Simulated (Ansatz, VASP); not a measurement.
# HfO2 in VASP and in Ansatz

```
Hf O
1.0
     0.00000    2.58282    2.54892
     2.44696    0.00000    2.54892
     2.44696    2.58282    0.00000
Hf O
1 2
Cartesian
  0.0000 0.0000 0.0000
  1.2235 1.2914 1.2745
  3.6704 3.8742 3.8234
```

Change from the starting cell: normal strain along x -0.0400, normal strain along y +0.0133.

Alike in both runs: task single point; functional PBE; k mesh 8 × 8 × 8; occupations gaussian, width 0.05 eV; no spin polarisation.

```csv
,VASP,Ansatz
version,VASP 6.6.1,Ansatz 0.2.0
potentials or method,"VASP PAW PBE potentials, release 64 (Hf_pv, O), cutoff 520 eV","scalar-relativistic, plane waves, PAW"
valence electrons in the cell,22,38
```

|  | VASP | Ansatz | Ansatz less VASP |
| --- | --- | --- | --- |
| gap on the k mesh at the Fermi level (eV) | 3.24 | 3.25 | +0.010 |
| least direct gap on the mesh (eV) | 3.42 | 3.41 | -0.006 |
| pressure (GPa) | 3.4 | 7.3 | +3.93 |
| traceless stress, the component that is largest in VASP (GPa) | 15.00 | 14.74 | -0.264 |

The functional is the same, so the differences come from potentials, cutoffs and numerics. VASP's potentials hold 22 valence electrons a cell and Ansatz's 38, so a difference there can come from the potentials and not from the codes.

Neither program's run includes spin-orbit coupling.
